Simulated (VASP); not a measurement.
Input of a VASP 6.6.1 run:

Contents of INCAR:

```
  PREC = Accurate
  ENCUT = 520
  EDIFF = 1E-6
  ISMEAR = -1
  SIGMA = 0.05
  LREAL = False
  LASPH = True
  NELM = 100
  ALGO = Normal
  ISIF = 2
  LWAVE = False
  LCHARG = False
  GGA = PE
  NBANDS = 22
```

File KPOINTS:

```
regular mesh
0
Gamma
  11 11 11
```

The input POSCAR:

```
Bi
1.0
    0.0000000000      3.4520735356      3.4520735356
    3.4520735356      0.0000000000      3.4520735356
    3.4520735356      3.4520735356      0.0000000000
Bi
2
Direct
   -0.1250000000     -0.1250000000     -0.1250000000
    0.1250000000      0.1250000000      0.1250000000
```

Potentials or basis: VASP PAW PBE potentials, release 64 (Bi_d).

Launch:

```bash
$ cat potpaw_PBE.64/Bi_d/POTCAR > POTCAR
$ mpirun -np 1 vasp_std > vasp.out
```

(1) Predict the band gap on the k mesh.

(2) Predict the pressure.

Results:

(1) zero (bands 15 and 16 overlap by 0.85 eV).

(2) 6.5 GPa.

Caveat: the cell stands under pressure; spin-orbit coupling is left out, which moves the levels of the heavy elements.
